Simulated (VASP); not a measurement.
Write the native input for VASP 6.6.1 that does the following.

| Property | Result |
| --- | --- |
| Task | single point |
| Functional | revPBE |
| Potentials or basis | VASP PAW PBE potentials, release 64 (Cd, Te) |
| Cutoff | 520 eV |
| k mesh | 5 × 5 × 5 |
| Occupations | gaussian, width 0.01 eV |
| Spin | no spin polarisation |
| Dipole correction | no |
| Further INCAR settings | ALGO = Normal; EDIFF = 1e-07; NBANDS = 16 |

The structure of CdTe lies in POSCAR:

```
CdTe
1.0
    0.0000000000      3.2050000000      3.2050000000
    3.2050000000      0.0000000000      3.2050000000
    3.2050000000      3.2050000000      0.0000000000
Cd Te
1 1
Direct
    0.0000000000      0.0000000000      0.0000000000
    0.2500000000      0.2500000000      0.2500000000
```

One way to write it, as run:

INCAR

```
SYSTEM = CdTe
ALGO = Normal ; EDIFF = 1E-7
ENCUT = 520 ; GGA = RE
ISIF = 2 ; ISMEAR = 0
LASPH = .TRUE. ; LCHARG = .FALSE.
LREAL = .FALSE. ; LWAVE = .FALSE.
NBANDS = 16 ; NELM = 100
PREC = Accurate ; SIGMA = 0.01
```

KPOINTS

```
k-points
0
G
  5 5 5
  0 0 0
```

Potentials or basis: VASP PAW PBE potentials, release 64 (Cd, Te).

Launch:

```sh
$ cat potpaw_PBE.64/Cd/POTCAR potpaw_PBE.64/Te/POTCAR > POTCAR
$ mpirun -np 1 vasp_std > vasp.out
```

Results of the run:

```
Pressure               : 5.7 GPa
Band gap on the k mesh : 0.98 eV, direct
```

Caveat: the PAW data sets were made with another functional, which shifts forces and pressure a little; spin-orbit coupling is left out, which moves the levels of the heavy elements.

Wall time 33 s on 1 thread of AMD EPYC 7R13, on a shared host, peak memory 0.18 GiB.
